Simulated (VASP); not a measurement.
Input of a VASP 6.6.1 run:

The input INCAR:

```
  PREC = Accurate
  ENCUT = 500
  EDIFF = 1E-6
  ISMEAR = 0
  SIGMA = 0.01
  LREAL = False
  LASPH = True
  NELM = 120
  ALGO = Normal
  ISIF = 2
  LWAVE = False
  LCHARG = True
  GGA = PE
  LELF = True
  LVHAR = True
  NBANDS = 11
  GGA_COMPAT = False
```

KPOINTS

```
regular mesh
0
Gamma
  4 4 4
```

The input POSCAR:

```
AlP
1.0
    0.0000000000      2.6566263788      2.6566263788
    2.6566263788      0.0000000000      2.6566263788
    2.6566263788      2.6566263788      0.0000000000
Al P
1 1
Direct
    0.0000000000      0.0000000000      0.0000000000
    0.2500000000      0.2500000000      0.2500000000
```

Potentials or basis: VASP PAW PBE potentials, release 64 (Al, P).

Run with:

```bash
$ cat potpaw_PBE.64/Al/POTCAR potpaw_PBE.64/P/POTCAR > POTCAR
$ mpirun -np 1 vasp_std > vasp.out
```

(1) Predict the band gap on the k mesh.

(2) Predict the pressure.

Answers

(1) 1.38 eV, indirect (least direct gap 3.66 eV).

(2) 11.6 GPa.

Caveat: the k points lie up to 0.51 Å⁻¹ apart.
